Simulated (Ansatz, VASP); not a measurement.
# TePb in VASP and in Ansatz

```xyz
2
Lattice="0.0000 3.2270 3.2270 3.2270 0.0000 3.2270 3.2270 3.2270 0.0000" Properties=species:S:1:pos:R:3 pbc="T T T"
Te    3.2270    3.2624    3.2624
Pb    0.0000    0.0000    0.0000
```

Change from the starting cell: all Te atoms moved -0.050 Å, as atom 1 towards its neighbour atom 1 (Te) at 4.564 Å.

Alike in both runs: task single point; functional r2SCAN; k mesh 8 × 8 × 8; occupations gaussian, width 0.05 eV; no spin polarisation.

|  | VASP | Ansatz |
| --- | --- | --- |
| version | VASP 6.6.1 | Ansatz 0.2.0 |
| potentials or method | VASP PAW PBE potentials, release 64 (Te, Pb_d), cutoff 520 eV | scalar-relativistic, plane waves, PAW |
| valence electrons in the cell | 20 | 30 |

|  | VASP | Ansatz | Ansatz less VASP |
| --- | --- | --- | --- |
| gap on the k mesh at the Fermi level (eV) | 1.02 | 1.01 | -0.004 |
| least direct gap on the mesh (eV) | 1.02 | 1.01 | -0.004 |
| pressure (GPa) | 1.7 | 1.7 | 0.00 |
| rms of the force components (eV/Å) | 0.015 | 0.014 | -0.0008 |

VASP's potentials were made for PBE, not for r2SCAN. Atom by atom the forces differ by 0.001 eV/Å (rms over components). The functional is the same, so the differences come from potentials, cutoffs and numerics. VASP's potentials hold 20 valence electrons a cell and Ansatz's 30, so a difference there can come from the potentials and not from the codes.

Neither program's run includes spin-orbit coupling.
